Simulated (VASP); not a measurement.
# LiF (Fm-3m) in VASP: notebook, part 2 of 2

VASP 6.6.1. The steps go on from the part before.

## Step 5: Single point, RPBE+D4 (volume scaled by 1.02)

INCAR reads:

```
PREC = Accurate
ENCUT = 520
EDIFF = 1E-7
ISMEAR = 0
SIGMA = 0.05
LREAL = False
LASPH = True
NELM = 60
ALGO = Normal
ISIF = 2
LWAVE = False
LCHARG = False
GGA = RP
IVDW = 13
NBANDS = 12
```

KPOINTS reads:

```
Automatic mesh
0
Gamma
  10 10 10
```

POSCAR reads:

```
LiF
1.0
    0.0000000000      2.0612277783      2.0612277783
    2.0612277783      0.0000000000      2.0612277783
    2.0612277783      2.0612277783      0.0000000000
Li F
1 1
Direct
    0.0000000000      0.0000000000      0.0000000000
    0.5000000000      0.5000000000      0.5000000000
```

Launch:

```bash
$ cat potpaw_PBE.64/Li_sv/POTCAR potpaw_PBE.64/F/POTCAR > POTCAR
$ mpirun -np 1 vasp_std > vasp.out
```

Run time: 9.4 s. Hardware: 1 thread of Intel Xeon Platinum 8488C (Sapphire Rapids), shared host; peak memory 0.13 GiB.

It converged, with:

```
Free energy                : -9.4919 eV
Band gap on the k mesh     : 8.76 eV, direct
Dispersion energy per atom : -0.131 eV
```

Levels at points of the mesh, in eV from the valence-band top:
```tsv
k point	band 3	band 4	band 5	band 6	band 7	band 8
(0.00, 0.00, 0.00)	0.00	0.00	0.00	8.76	23.53	23.53
(0.50, 0.00, 0.00)	-2.27	-0.20	-0.20	10.70	16.21	18.69
(0.50, 0.50, 0.00)	-2.66	-0.88	-0.88	14.46	16.42	16.91
```

Caveat: the cutoff is under 1.25 times the usual one of these potentials, so pressure, stress and relaxed cells hold a basis-set (Pulay) error; the PAW data sets were made with another functional, which shifts forces and pressure a little. A k mesh can miss the band edges.

## Step 6: Single point, RPBE+D4 (volume scaled by 1.04)

INCAR reads:

```
SYSTEM = LiF
PREC = Accurate
ENCUT = 520
EDIFF = 1E-7
ISMEAR = 0
SIGMA = 0.05
LREAL = .FALSE.
LASPH = .TRUE.
NELM = 100
ALGO = Normal
ISIF = 2
LWAVE = .FALSE.
LCHARG = .FALSE.
GGA = RP
IVDW = 13
NBANDS = 12
```

KPOINTS reads:

```
Automatic mesh
0
G
  10 10 10
  0 0 0
```

POSCAR reads:

```
LiF
1.0
    0.0000000000      2.0746127493      2.0746127493
    2.0746127493      0.0000000000      2.0746127493
    2.0746127493      2.0746127493      0.0000000000
Li F
1 1
Direct
    0.0000000000      0.0000000000      0.0000000000
    0.5000000000      0.5000000000      0.5000000000
```

Potentials or basis: VASP PAW PBE potentials, release 64 (Li_sv, F).

Launch:

```bash
$ cat potpaw_PBE.64/Li_sv/POTCAR potpaw_PBE.64/F/POTCAR > POTCAR
$ mpirun -np 1 vasp_std > vasp.out
```

OUTCAR:

```text
SYSTEM = LiF
   PREC = Accurate
   ENCUT = 520
   EDIFF = 1E-7
   ISMEAR = 0
   LREAL = .FALSE.
   LASPH = .TRUE.
   NELM = 100
   ISIF = 2
   GGA = RP
   IVDW = 13

 ion  position               nearest neighbor table
   1  0.000  0.000  0.000-   2 2.07   2 2.07   2 2.07   2 2.07   2 2.07   2 2.07
   2  0.500  0.500  0.500-   1 2.07   1 2.07   1 2.07   1 2.07   1 2.07   1 2.07

  LATTYP: Found a face centered cubic cell.
 ALAT       =     4.1492254986

  Lattice vectors:

 A1 = (   0.0000000000,   2.0746127493,   2.0746127493)
 A2 = (   2.0746127493,   0.0000000000,   2.0746127493)
 A3 = (   2.0746127493,   2.0746127493,   0.0000000000)

Analysis of symmetry for initial positions (statically):
=====================================================================
 Subroutine PRICEL returns:
 Original cell was already a primitive cell.

 Routine SETGRP: Setting up the symmetry group for a
 face centered cubic supercell.

 Subroutine GETGRP returns: Found 48 space group operations
 (whereof 48 operations were pure point group operations)
 out of a pool of 48 trial point group operations.

The static configuration has the point symmetry O_h .

Analysis of symmetry for dynamics (positions and initial velocities):
=====================================================================
 Subroutine PRICEL returns:
 Original cell was already a primitive cell.

 Routine SETGRP: Setting up the symmetry group for a
 face centered cubic supercell.

 Subroutine GETGRP returns: Found 48 space group operations
 (whereof 48 operations were pure point group operations)
 out of a pool of 48 trial point group operations.

The dynamic configuration has the point symmetry O_h .

 Subroutine INISYM returns: Found 48 space group operations
 (whereof 48 operations are pure point group operations),
 and found     1 'primitive' translations

----------------------------------------------------------------------------------------

                                     Primitive cell

  volume of cell :      17.8583

  direct lattice vectors                    reciprocal lattice vectors
     0.000000000  2.074612749  2.074612749    -0.241008834  0.241008834  0.241008834
     2.074612749  0.000000000  2.074612749     0.241008834 -0.241008834  0.241008834
     2.074612749  2.074612749  0.000000000     0.241008834  0.241008834 -0.241008834

  length of vectors
     2.933945487  2.933945487  2.933945487     0.417439546  0.417439546  0.417439546

  position of ions in fractional coordinates (direct lattice)
     0.000000000  0.000000000  0.000000000
     0.500000000  0.500000000  0.500000000

  ion indices of the primitive-cell ions
   primitive index   ion index
                 1           1
                 2           2

----------------------------------------------------------------------------------------

 KPOINTS: Automatic mesh

Automatic generation of k-mesh.
 Grid dimensions read from file:
 generate k-points for:   10   10   10

 Generating k-lattice:

  Cartesian coordinates                     Fractional coordinates (reciprocal lattice)
    -0.024100883  0.024100883  0.024100883     0.100000000  0.000000000  0.000000000
     0.024100883 -0.024100883  0.024100883     0.000000000  0.100000000  0.000000000
     0.024100883  0.024100883 -0.024100883     0.000000000  0.000000000  0.100000000

[... 40 lines left out ...]
   total plane-waves  NPLWV =  13824
   dimension x,y,z NGX =    24 NGY =   24 NGZ =   24
   dimension x,y,z NGXF=    48 NGYF=   48 NGZF=   48
   ions per type =               1   1
   NGX,Y,Z   is equivalent  to a cutoff of  13.60, 13.60, 13.60 a.u.
   NGXF,Y,Z  is equivalent  to a cutoff of  27.20, 27.20, 27.20 a.u.
 SYSTEM =  LiF
   PREC   = accura    normal or accurate (medium, high low for compatibility)
   ISTART =      0    job   : 0-new  1-cont  2-samecut
   ICHARG =      2    charge: 1-file 2-atom 10-const
   ISPIN  =      1    spin polarized calculation?
   LNONCOLLINEAR =      F non collinear calculations
   LSORBIT =      F    spin-orbit coupling
   LASPH  =      T    aspherical Exc in radial PAW
   ENCUT  =  520.0 eV  38.22 Ry    6.18 a.u.   5.46  5.46  5.46*2*pi/ulx,y,z
   NELM   =    100;   NELMIN=  2; NELMDL= -5     # of ELM steps
   EDIFF  = 0.1E-06   stopping-criterion for ELM
   LREAL  =      F    real-space projection
   EDIFFG = 0.1E-05   stopping-criterion for IOM
   NSW    =      0    number of steps for IOM
   IBRION =     -1    ionic relax: 0-MD 1-quasi-New 2-CG
   NFREE  =      0    steps in history (QN), initial steepest desc. (CG)
   ISIF   =      2    stress and relaxation
   ISYM   =      2    0-nonsym 1-usesym 2-fastsym
   POTIM  = 0.5000    time-step for ionic-motion
   TEBEG  =    0.0;   TEEND  =   0.0 temperature during run
   PSTRESS=    0.0 pullay stress
   NELECT =      10.0000    total number of electrons
   NUPDOWN=      -1.0000    fix difference up-down
   EMIN   =  10.00;   EMAX   =-10.00  energy-range for DOS
   EFERMI =   0.00;   METHOD = LEGACY
   ISMEAR =     0;   SIGMA  =   0.05  broadening in eV -4-tet -1-fermi 0-gaus
   EFERMI_NEDOS =   21; number of points for ismear=-14 and -15
   IALGO  =     38    algorithm
   IMIX   =      4    mixing-type and parameters
     AMIX     =   0.40;   BMIX     =  1.00
     AMIX_MAG =   1.60;   BMIX_MAG =  1.00
  volume/ion in A,a.u.               =       8.93        60.26
  Fermi-wavevector in a.u.,A,eV,Ry     =   1.349360  2.549920 24.773108  1.820772
  Thomas-Fermi vector in A             =   2.476953
   LORBIT       =      0    0 simple, 1 ext, 2 COOP (PROOUT), +10 PAW based schemes
   GGA     = RP    functional components
   LHFCALC =     F    Hartree Fock is set to
   AEXX    =    0.0000 exact exchange contribution
   IVDW    =    13    specifies the selected vdW correction
   LEPSILON=     F    determine dielectric tensor
   LRPA    =     F    only Hartree local field effects (RPA)
 non-spin polarized calculation
 Gauss-broadening in eV      SIGMA  =   0.05
  energy-cutoff  :      520.00
  volume of cell :       17.86
 maximum number of plane-waves:       531
 NGX is ok and might be reduce to    24
   NGX = 11   NGY = 11   NGZ = 11

 number of electron      10.0000012 magnetization

 Free energy of the ion-electron system (eV)
  ---------------------------------------------------
  ext. energy  EPLUGINS =         0.00000000
  ---------------------------------------------------
  free energy    TOTEN  =        -9.23165697 eV

  energy without entropy =       -9.23165697  energy(sigma->0) =       -9.23165697

 E-fermi :  -1.0828     XC(G=0):  -9.2006

 val. band max:       -1.3281153942   @ k =   0.0000   0.0000   0.0000
 cond. band min:       7.2799875782   @ k =   0.0000   0.0000   0.0000
 fundamental gap:      8.6081029724
 Fermi energy:        -1.0828212568

 k-point     1 :       0.0000    0.0000    0.0000
  band No.  band energies     occupation
      1     -42.7892      2.00000
      2     -21.1815      2.00000
      3      -1.3281      2.00000
      4      -1.3281      2.00000
      5      -1.3281      2.00000
      6       7.2800      0.00000
      7      21.9337      0.00000
      8      21.9338      0.00000
      9      21.9338      0.00000
     10      22.3565      0.00000
     11      22.3565      0.00000
     12      22.3565      0.00000
[... 331 lines left out ...]
 k-point    24 :       0.4000    0.3000    0.0000
  band No.  band energies     occupation
      1     -42.7502      2.00000
      2     -20.7515      2.00000
      3      -3.3404      2.00000
      4      -2.0777      2.00000
      5      -1.9820      2.00000
      6      11.2116      0.00000
      7      15.1929      0.00000
      8      16.5879      0.00000
      9      18.2208      0.00000
     10      19.2686      0.00000
     11      30.8309      0.00000
     12      32.2306      0.00000

 [... further k-points ...]

------------------------ aborting loop because EDIFF is reached ----------------------------------------

  DFT-D4 for vdW energy calculation

  Edisp (eV):   -0.25589

  FORCE on cell =-STRESS in cart. coord.  units (eV):
  Direction    XX          YY          ZZ          XY          YZ          ZX
  --------------------------------------------------------------------------------------
  -------------------------------------------------------------------------------------
  Total      -0.34172    -0.34172    -0.34172     0.00000     0.00000     0.00000
  in kB     -30.65759   -30.65759   -30.65759     0.00000     0.00000     0.00000
  external pressure =      -30.66 kB  Pullay stress =        0.00 kB

 VOLUME and BASIS-vectors are now :
 -----------------------------------------------------------------------------
  energy-cutoff  :      520.00
  volume of cell :       17.86
      direct lattice vectors                 reciprocal lattice vectors
     0.000000000  2.074612749  2.074612749    -0.241008834  0.241008834  0.241008834
     2.074612749  0.000000000  2.074612749     0.241008834 -0.241008834  0.241008834
     2.074612749  2.074612749  0.000000000     0.241008834  0.241008834 -0.241008834

 POSITION                                       TOTAL-FORCE (eV/Angst)
 -----------------------------------------------------------------------------------
      0.00000      0.00000      0.00000        -0.000000     -0.000000      0.000000
      2.07461      2.07461      2.07461         0.000000      0.000000     -0.000000
 -----------------------------------------------------------------------------------
    total drift:                               -0.000000     -0.000000      0.000000

  FREE ENERGIE OF THE ION-ELECTRON SYSTEM (eV)
  ---------------------------------------------------
  free  energy   TOTEN  =        -9.4875471034 eV

  energy  without entropy=       -9.4875471034  energy(sigma->0) =       -9.48754710
```

stdout:

```text
POSCAR found type information on POSCAR LiF
 POSCAR found :  2 types and       2 ions
 scaLAPACK will be used
 -----------------------------------------------------------------------------
|                                                                             |
|                                                                             |
|     You enforced a specific xc type in the INCAR file but a different       |
|     I HOPE YOU KNOW WHAT YOU ARE DOING!                                     |
|                                                                             |
 -----------------------------------------------------------------------------

 LDA part: xc-table for (Slater+PW92), standard interpolation
 POSCAR, INCAR and KPOINTS ok, starting setup
 FFT: planning ... GRIDC
 FFT: planning ... GRID_SOFT
 FFT: planning ... GRID
 WAVECAR not read
 entering main loop
```

It took 10 s on 1 thread of Intel Xeon Platinum 8488C (Sapphire Rapids), shared host; peak memory 0.13 GiB.

What came out:

```yaml
Free_energy: -9.4875 eV
Band_gap_on_the_k_mesh: 8.61 eV, direct
Dispersion_energy_per_atom: -0.128 eV
```

Caveat: the cutoff is under 1.25 times the usual one of these potentials, so pressure, stress and relaxed cells hold a basis-set (Pulay) error; the PAW data sets were made with another functional, which shifts forces and pressure a little. A k mesh can miss the band edges.

## Step 7: The runs side by side

| level | cell | gap on the mesh (eV) |
| --- | --- | --- |
| PBE+D4 | a = 2.821 Å, angles 60.0°, 2 atoms | 9.35 |
| RPBE+D4 | a = 2.896 Å, angles 60.0°, 2 atoms | 8.93 |
| RPBE+D4 | a = 2.876 Å, angles 60.0°, 2 atoms | 9.10 |
| RPBE+D4 | a = 2.915 Å, angles 60.0°, 2 atoms | 8.76 |
| RPBE+D4 | a = 2.934 Å, angles 60.0°, 2 atoms | 8.61 |

Alike in all rows: task single point; potentials or basis VASP PAW PBE potentials, release 64 (Li_sv, F); no spin polarisation; k mesh 10 × 10 × 10; cutoff (eV) 520; smearing gaussian 0.05 eV.

Caveats: the cutoff is under 1.25 times the usual one of these potentials, so pressure, stress and relaxed cells hold a basis-set (Pulay) error; the PAW data sets were made with another functional, which shifts forces and pressure a little (some runs).

Total energies depend on the potentials used, so only differences within one code and one set of settings carry meaning.
